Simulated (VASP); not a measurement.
A run of VASP 6.6.1 is set up as follows.

INCAR

```
  ALGO = Normal
  EDIFF = 1E-6
  ENCUT = 500
  GGA = PS
  GGA_COMPAT = F
  ISIF = 2
  ISMEAR = 1
  LASPH = T
  LCHARG = F
  LREAL = F
  LWAVE = F
  NBANDS = 12
  NELM = 120
  PREC = Accurate
  SIGMA = 0.1
```

The input KPOINTS:

```
k-points
0
Gamma
  11 11 11
```

POSCAR

```
Ti
1.0
   -1.5301352211      1.5301352211      1.5301352211
    1.5301352211     -1.5301352211      1.5301352211
    1.5301352211      1.5301352211     -1.5301352211
Ti
1
Direct
    0.0000000000      0.0000000000      0.0000000000
```

Potentials or basis: VASP PAW PBE potentials, release 64 (Ti_sv).

Command:

```sh
$ cat potpaw_PBE.64/Ti_sv/POTCAR > POTCAR
$ mpirun -np 1 vasp_std > vasp.out
```

(1) Estimate the band gap on the k mesh.

(2) Estimate the pressure.

## Answers

(1) zero (bands 6 and 7 overlap by 1.93 eV).

(2) 19.6 GPa.

Caveat: the cell stands under pressure; the PAW data sets were made with another functional, which shifts forces and pressure a little.
